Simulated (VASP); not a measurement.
# V (I4_1/amd) in VASP: further runs

Runs on V. Level: PBE. Tasks: single point.

Everything below comes from runs of VASP 6.6.1. Logs are shortened: lines on timing, memory, paths and dates and some standing lists are left out, and cuts for length are marked.

## Step 1: The cell of the first run

It takes space group I4_1/amd (No. 141, tetragonal). Conventional cell: a = 3.540 Å, b = 3.540 Å, c = 2.010 Å, α = 90.00°, β = 90.00°, γ = 90.00°. V (site symmetry -4m2) has 10 V at 1.84 to 2.33 Å within 2.4 Å.

## Step 2: Single point, PBE

Contents of INCAR:

```
SYSTEM = V
PREC     = Accurate       ! precision mode
ENCUT    = 520            ! plane-wave cutoff, eV
EDIFF    = 1E-6           ! SCF threshold, eV
ISMEAR   = -1             ! smearing method
SIGMA    = 0.05           ! smearing width, eV
LREAL    = .False.        ! projectors in reciprocal space
LASPH    = .True.         ! aspherical terms in the spheres
NELM     = 100            ! most SCF steps
ALGO     = Normal         ! electronic algorithm
ISIF     = 2              ! what is computed and relaxed
LWAVE    = .False.        ! write WAVECAR
LCHARG   = .False.        ! write CHGCAR
GGA      = PE             ! functional
NBANDS   = 20             ! bands
```

Contents of KPOINTS:

```
regular mesh
0
Gamma
  17 17 17
  0 0 0
```

Contents of POSCAR:

```
V
1.0
   -1.7701601818      1.7701601818      1.0050120355
    1.7701601818     -1.7701601818      1.0050120355
    1.7701601818      1.7701601818     -1.0050120355
V
2
Direct
   -0.3750000000     -0.1250000000     -0.2500000000
    0.3750000000      0.1250000000      0.2500000000
```

Potentials or basis: VASP PAW PBE potentials, release 64 (V_sv).

Launch:

```console
$ cat potpaw_PBE.64/V_sv/POTCAR > POTCAR
$ mpirun -np 1 vasp_std > vasp.out
```

OUTCAR:

```text
SYSTEM = V
   PREC = Accurate
   ENCUT = 520
   EDIFF = 1E-6
   ISMEAR = -1
   LREAL = .False.
   LASPH = .True.
   NELM = 100
   ISIF = 2
   GGA = PE

 ion  position               nearest neighbor table
   1  0.625  0.875  0.750-   2 1.84   2 1.84   2 1.84   2 1.84   2 2.33   2 2.33   2 2.33   2 2.33

   2  0.375  0.125  0.250-   1 1.84   1 1.84   1 1.84   1 1.84   1 2.33   1 2.33   1 2.33   1 2.33

  LATTYP: Found a body centered tetragonal cell.
 ALAT       =     3.5403203636
 C/A-ratio  =     0.5677520294

  Lattice vectors:

 A1 = (  -1.7701601818,   1.7701601818,   1.0050120355)
 A2 = (   1.7701601818,  -1.7701601818,   1.0050120355)
 A3 = (   1.7701601818,   1.7701601818,  -1.0050120355)

Analysis of symmetry for initial positions (statically):
=====================================================================
 Subroutine PRICEL returns:
 Original cell was already a primitive cell.

 Routine SETGRP: Setting up the symmetry group for a
 body centered tetragonal supercell.

 Subroutine GETGRP returns: Found 16 space group operations
 (whereof  4 operations were pure point group operations)
 out of a pool of 16 trial point group operations.

The static configuration has the point symmetry C_2h.
 The point group associated with its full space group is D_4h.

Analysis of symmetry for dynamics (positions and initial velocities):
=====================================================================
 Subroutine PRICEL returns:
 Original cell was already a primitive cell.

 Routine SETGRP: Setting up the symmetry group for a
 body centered tetragonal supercell.

 Subroutine GETGRP returns: Found 16 space group operations
 (whereof  4 operations were pure point group operations)
 out of a pool of 16 trial point group operations.

The dynamic configuration has the point symmetry C_2h.
 The point group associated with its full space group is D_4h.

 Subroutine INISYM returns: Found 16 space group operations
 (whereof  4 operations are pure point group operations),
 and found     1 'primitive' translations

----------------------------------------------------------------------------------------

                                     Primitive cell

  volume of cell :      12.5967

  direct lattice vectors                    reciprocal lattice vectors
    -1.770160182  1.770160182  1.005012036     0.000000000  0.282460314  0.497506480
     1.770160182 -1.770160182  1.005012036     0.282460314  0.000000000  0.497506480
     1.770160182  1.770160182 -1.005012036     0.282460314  0.282460314  0.000000000

  length of vectors
     2.697588429  2.697588429  2.697588429     0.572098354  0.572098354  0.399459206

  position of ions in fractional coordinates (direct lattice)
     0.625000000  0.875000000  0.750000000
     0.375000000  0.125000000  0.250000000

  ion indices of the primitive-cell ions
   primitive index   ion index
                 1           1
                 2           2

----------------------------------------------------------------------------------------

 KPOINTS: regular mesh

Automatic generation of k-mesh.
 Grid dimensions read from file:
 generate k-points for:   17   17   17

 Generating k-lattice:

  Cartesian coordinates                     Fractional coordinates (reciprocal lattice)
     0.000000000  0.016615313  0.029265087     0.058823529  0.000000000 -0.000000000
     0.016615313  0.000000000  0.029265087     0.000000000  0.058823529 -0.000000000
     0.016615313  0.016615313  0.000000000     0.000000000  0.000000000  0.058823529

  Length of vectors
     0.033652844  0.033652844  0.023497600

  Shift w.r.t. Gamma in fractional coordinates (k-lattice)
     0.000000000  0.000000000  0.000000000

 Subroutine IBZKPT returns following result:
 ===========================================

 Found    405 irreducible k-points:

 Following reciprocal coordinates:
            Coordinates               Weight
  0.000000  0.000000  0.000000      1.000000
  0.058824  0.000000  0.000000      8.000000
  0.117647 -0.000000  0.000000      8.000000
  0.176471 -0.000000  0.000000      8.000000
  0.235294 -0.000000  0.000000      8.000000
  0.294118 -0.000000  0.000000      8.000000
[... 16 lines left out ...]
 -0.176471  0.058824 -0.000000     16.000000
 -0.117647  0.058824  0.000000     16.000000
 [... further k-points ...]
   k-points           NKPTS =    405   k-points in BZ     NKDIM =    405   number of bands    NBANDS=     20
   number of dos      NEDOS =    301   number of ions     NIONS =      2
   total plane-waves  NPLWV =   8000
   dimension x,y,z NGX =    20 NGY =   20 NGZ =   20
   dimension x,y,z NGXF=    40 NGYF=   40 NGZF=   40
   ions per type =               2
   NGX,Y,Z   is equivalent  to a cutoff of  12.33, 12.33, 12.33 a.u.
   NGXF,Y,Z  is equivalent  to a cutoff of  24.65, 24.65, 24.65 a.u.
 SYSTEM =  V
   PREC   = accura    normal or accurate (medium, high low for compatibility)
   ISTART =      0    job   : 0-new  1-cont  2-samecut
   ICHARG =      2    charge: 1-file 2-atom 10-const
   ISPIN  =      1    spin polarized calculation?
   LNONCOLLINEAR =      F non collinear calculations
   LSORBIT =      F    spin-orbit coupling
   LASPH  =      T    aspherical Exc in radial PAW
   ENCUT  =  520.0 eV  38.22 Ry    6.18 a.u.   5.02  5.02  5.02*2*pi/ulx,y,z
   NELM   =    100;   NELMIN=  2; NELMDL= -5     # of ELM steps
   EDIFF  = 0.1E-05   stopping-criterion for ELM
   LREAL  =      F    real-space projection
   EDIFFG = 0.1E-04   stopping-criterion for IOM
   NSW    =      0    number of steps for IOM
   IBRION =     -1    ionic relax: 0-MD 1-quasi-New 2-CG
   NFREE  =      0    steps in history (QN), initial steepest desc. (CG)
   ISIF   =      2    stress and relaxation
   ISYM   =      2    0-nonsym 1-usesym 2-fastsym
   POTIM  = 0.5000    time-step for ionic-motion
   TEBEG  =    0.0;   TEEND  =   0.0 temperature during run
   PSTRESS=    0.0 pullay stress
   NELECT =      26.0000    total number of electrons
   NUPDOWN=      -1.0000    fix difference up-down
   EMIN   =  10.00;   EMAX   =-10.00  energy-range for DOS
   EFERMI =   0.00;   METHOD = LEGACY
   ISMEAR =    -1;   SIGMA  =   0.05  broadening in eV -4-tet -1-fermi 0-gaus
   EFERMI_NEDOS =   21; number of points for ismear=-14 and -15
   IALGO  =     38    algorithm
   IMIX   =      4    mixing-type and parameters
     AMIX     =   0.40;   BMIX     =  1.00
     AMIX_MAG =   1.60;   BMIX_MAG =  1.00
  volume/ion in A,a.u.               =       6.30        42.50
  Fermi-wavevector in a.u.,A,eV,Ry     =   2.084397  3.938940 59.113392  4.344712
  Thomas-Fermi vector in A             =   3.078535
   LORBIT       =      0    0 simple, 1 ext, 2 COOP (PROOUT), +10 PAW based schemes
   GGA     = PE    functional components
   LHFCALC =     F    Hartree Fock is set to
   AEXX    =    0.0000 exact exchange contribution
   IVDW    =     0    specifies the selected vdW correction
   LEPSILON=     F    determine dielectric tensor
   LRPA    =     F    only Hartree local field effects (RPA)
 non-spin polarized calculation
  energy-cutoff  :      520.00
  volume of cell :       12.60
 maximum number of plane-waves:       350
   NGX =  9   NGY =  9   NGZ =  9

 number of electron      25.9999987 magnetization

 Free energy of the ion-electron system (eV)
  ---------------------------------------------------
  ext. energy  EPLUGINS =         0.00000000
  ---------------------------------------------------
  free energy    TOTEN  =        -2.25472011 eV

  energy without entropy =       -2.24832411  energy(sigma->0) =       -2.25152211

 E-fermi :  23.5974     XC(G=0): -17.5818

 val. band max:       23.5946045029   @ k =   0.4706   0.1176   0.0000
 cond. band min:      23.5994578230   @ k =  -0.2353   0.2941   0.2353
 fundamental gap:      0.0048533201
 Fermi energy:        23.5974067185

 k-point     1 :       0.0000    0.0000    0.0000
  band No.  band energies     occupation
      1     -43.4659      2.00000
      2     -38.5294      2.00000
      3     -17.8430      2.00000
      4     -17.8430      2.00000
      5     -12.2119      2.00000
      6     -12.1257      2.00000
[... 12 lines left out ...]
     19      34.2743      0.00000
     20      40.9565      0.00000

 k-point     2 :       0.0588    0.0000    0.0000
  band No.  band energies     occupation
      1     -43.3985      2.00000
      2     -38.5350      2.00000
      3     -17.8330      2.00000
      4     -17.7567      2.00000
      5     -12.4072      2.00000
      6     -12.3267      2.00000
[... 12 lines left out ...]
     19      34.0473      0.00000
     20      41.2716      0.00000

 k-point     3 :       0.1176   -0.0000    0.0000
  band No.  band energies     occupation
      1     -43.2008      2.00000
      2     -38.5521      2.00000
      3     -17.8029      2.00000
      4     -17.5127      2.00000
      5     -12.9851      2.00000
      6     -12.8446      2.00000
[... 12 lines left out ...]
     19      33.5943      0.00000
     20      42.1916      0.00000

 k-point     4 :       0.1765   -0.0000    0.0000
  band No.  band energies     occupation
      1     -42.8870      2.00000
      2     -38.5819      2.00000
      3     -17.7544      2.00000
      4     -17.1617      2.00000
      5     -13.8730      2.00000
      6     -13.5110      2.00000
[... 12 lines left out ...]
     19      33.2406      0.00000
     20      43.4435      0.00000

 k-point     5 :       0.2353   -0.0000    0.0000
  band No.  band energies     occupation
      1     -42.4812      2.00000
      2     -38.6276      2.00000
      3     -17.6908      2.00000
      4     -16.8250      2.00000
      5     -14.8760      2.00000
      6     -14.1806      2.00000
[... 12 lines left out ...]
     19      32.9872      0.00000
     20      44.1734      0.00000
[... 353 lines left out ...]
      6     -14.0405      2.00000
[... 12 lines left out ...]
     19      32.7052      0.00000
     20      42.9561      0.00000

 k-point    22 :      -0.2353    0.0588   -0.0000
  band No.  band energies     occupation
      1     -42.7540      2.00000
      2     -38.7490      2.00000
      3     -17.8079      2.00000
      4     -16.8495      2.00000
      5     -14.0783      2.00000
      6     -13.4615      2.00000
[... 12 lines left out ...]
     19      32.8696      0.00000
     20      42.4754      0.00000

 k-point    23 :      -0.1765    0.0588   -0.0000
  band No.  band energies     occupation
      1     -43.0961      2.00000
      2     -38.6889      2.00000
      3     -17.8323      2.00000
      4     -17.2636      2.00000
      5     -13.1689      2.00000
      6     -12.8276      2.00000
[... 12 lines left out ...]
     19      33.0481      0.00000
     20      41.5228      0.00000

 k-point    24 :      -0.1176    0.0588    0.0000
  band No.  band energies     occupation
      1     -43.3267      2.00000
      2     -38.6314      2.00000
      3     -17.8304      2.00000
      4     -17.6048      2.00000
      5     -12.5383      2.00000
      6     -12.3210      2.00000
[... 12 lines left out ...]
     19      33.4549      0.00000
     20      40.8202      0.00000

 [... further k-points ...]
[... 5 lines left out ...]
  --------------------------------------------------------------------------------------
  -------------------------------------------------------------------------------------
  Total       49.2769410     49.2769410     46.4270761      0.0000000      0.0000000      0.0000000
  in kB     6267.5518202   6267.5518202   5905.0764838      0.0000000      0.0000000      0.0000000
  external PRESSURE =    6146.7267081 kB  Pullay stress =       0.0000000 kB

 VOLUME and BASIS-vectors are now :
 -----------------------------------------------------------------------------
  energy-cutoff  :      520.00
  volume of cell :       12.60
      direct lattice vectors                 reciprocal lattice vectors
    -1.770160182  1.770160182  1.005012036     0.000000000  0.282460314  0.497506480
     1.770160182 -1.770160182  1.005012036     0.282460314  0.000000000  0.497506480
     1.770160182  1.770160182 -1.005012036     0.282460314  0.282460314  0.000000000

 POSITION                                       TOTAL-FORCE (eV/Angst)
 -----------------------------------------------------------------------------------
      1.77016      0.88508      0.75376        -0.000000     -0.000000     -0.000000
     -0.00000      0.88508      0.25125         0.000000      0.000000      0.000000
 -----------------------------------------------------------------------------------
    total drift:                               -0.000000     -0.000000     -0.000000

  FREE ENERGIE OF THE ION-ELECTRON SYSTEM (eV)
  ---------------------------------------------------
  free  energy   TOTEN  =        -2.2547201121 eV

  energy  without entropy=       -2.2483241103  energy(sigma->0) =       -2.25152211
```

Run time: 45 s. Hardware: 1 thread of Intel Xeon Platinum 8375C at 2.90GHz (Ice Lake), shared host; peak memory 0.19 GiB.

The run converged, but its numbers aren't listed here, since they failed a check.

## Step 3: Single point, PBE

This run uses another cell than the first one, of 7.28 Å³/atom, 1.156 times its volume.

Contents of INCAR:

```
ALGO = Normal
EDIFF = 1E-6
ENCUT = 520
GGA = PE
ISIF = 2
ISMEAR = -1
LASPH = T
LCHARG = F
LREAL = F
LWAVE = F
NBANDS = 20
NELM = 100
PREC = Accurate
SIGMA = 0.05
```

Contents of KPOINTS:

```
k-points
0
Gamma
  17 17 17
```

Contents of POSCAR:

```
V
1.0
   -1.8523120473      1.8523120473      1.0606178323
    1.8523120473     -1.8523120473      1.0606178323
    1.8523120473      1.8523120473     -1.0606178323
V
2
Direct
   -0.3750000000     -0.1250000000     -0.2500000000
    0.3750000000      0.1250000000      0.2500000000
```

Potentials or basis: VASP PAW PBE potentials, release 64 (V_sv).

Launch:

```console
$ cat potpaw_PBE.64/V_sv/POTCAR > POTCAR
$ mpirun -np 1 vasp_std > vasp.out
```

Wall time 51 s (1 thread of Intel Xeon Platinum 8375C at 2.90GHz (Ice Lake), shared host); peak memory 0.21 GiB.

It converged, with:

* Free energy: -8.1250 eV
* Pressure: 369.9 GPa
* Band gap on the k mesh: zero (band 13 reaches 21.62 eV, above the bottom of band 14 at 19.14 eV)

Stress tensor (GPa, compression positive):
```
375.76   0.00   0.00
  0.00 375.76   0.00
  0.00   0.00 358.25
```

Levels at points of the mesh, in eV from the Fermi level:
```tsv
k point	band 11	band 12	band 13	band 14	band 15	band 16
(0.00, 0.00, 0.00)	-4.70	-3.49	-2.37	2.19	2.19	2.47
```

## Step 4: Single point, PBE

Contents of INCAR:

```
SYSTEM = V
PREC = Accurate
ENCUT = 520
EDIFF = 1E-6
ISMEAR = -1
SIGMA = 0.05
LREAL = .FALSE.
LASPH = .TRUE.
NELM = 80
ALGO = Normal
ISIF = 2
LWAVE = .FALSE.
LCHARG = .FALSE.
GGA = PE
NBANDS = 20
```

Contents of KPOINTS:

```
Automatic mesh
0
G
  17 17 17
  0 0 0
```

POSCAR is that of step 3.

Potentials or basis: VASP PAW PBE potentials, release 64 (V_sv).

Launch:

```console
$ cat potpaw_PBE.64/V_sv/POTCAR > POTCAR
$ mpirun -np 1 vasp_std > vasp.out
```

OUTCAR:

```text
SYSTEM = V
   PREC = Accurate
   ENCUT = 520
   EDIFF = 1E-6
   ISMEAR = -1
   LREAL = .FALSE.
   LASPH = .TRUE.
   NELM = 80
   ISIF = 2
   GGA = PE

 ion  position               nearest neighbor table
   1  0.625  0.875  0.750-   2 1.93   2 1.93   2 1.93   2 1.93   2 2.44   2 2.44   2 2.44   2 2.44

   2  0.375  0.125  0.250-   1 1.93   1 1.93   1 1.93   1 1.93   1 2.44   1 2.44   1 2.44   1 2.44

  LATTYP: Found a body centered tetragonal cell.
 ALAT       =     3.7046240946
 C/A-ratio  =     0.5725913373

  Lattice vectors:

 A1 = (  -1.8523120473,   1.8523120473,   1.0606178323)
[... 192 lines left out ...]
      5     -15.7904      2.00000
      6     -15.7212      2.00000
[... 541 lines left out ...]
     19      28.8543      0.00000
     20      35.1528      0.00000

 [... further k-points ...]
[... 5 lines left out ...]
  --------------------------------------------------------------------------------------
  -------------------------------------------------------------------------------------
  Total       34.1389213     34.1389213     32.5478732      0.0000000      0.0000000      0.0000000
  in kB     3757.6225881   3757.6225881   3582.4981839      0.0000000      0.0000000      0.0000000
  external PRESSURE =    3699.2477867 kB  Pullay stress =       0.0000000 kB

 VOLUME and BASIS-vectors are now :
 -----------------------------------------------------------------------------
  energy-cutoff  :      520.00
  volume of cell :       14.56
      direct lattice vectors                 reciprocal lattice vectors
    -1.852312047  1.852312047  1.060617832     0.000000000  0.269932920  0.471423339
     1.852312047 -1.852312047  1.060617832     0.269932920  0.000000000  0.471423339
     1.852312047  1.852312047 -1.060617832     0.269932920  0.269932920  0.000000000

 POSITION                                       TOTAL-FORCE (eV/Angst)
 -----------------------------------------------------------------------------------
      1.85231      0.92616      0.79546         0.000000     -0.000000     -0.000000
     -0.00000      0.92616      0.26515        -0.000000      0.000000      0.000000
 -----------------------------------------------------------------------------------
    total drift:                               -0.000000      0.000000      0.000000

  FREE ENERGIE OF THE ION-ELECTRON SYSTEM (eV)
  ---------------------------------------------------
  free  energy   TOTEN  =        -8.1249767363 eV

  energy  without entropy=       -8.1182912831  energy(sigma->0) =       -8.12163401
```

stdout:

```text
POSCAR found type information on POSCAR V
 POSCAR found :  1 types and       2 ions
 scaLAPACK will be used
 LDA part: xc-table for (Slater+PW92), standard interpolation
 POSCAR, INCAR and KPOINTS ok, starting setup
 FFT: planning ... GRIDC
 FFT: planning ... GRID_SOFT
 FFT: planning ... GRID
 WAVECAR not read
 entering main loop
```

It took 53 s on 1 thread of Intel Xeon Platinum 8375C at 2.90GHz (Ice Lake), shared host; peak memory 0.21 GiB.

Results:

```yaml
Free_energy: -8.1250 eV
Pressure: 369.9 GPa
Band_gap_on_the_k_mesh: zero (band 13 reaches 21.62 eV, above the bottom of band 14 at 19.14 eV)
```

Stress tensor (GPa, compression positive):
```
375.76   0.00   0.00
  0.00 375.76   0.00
  0.00   0.00 358.25
```
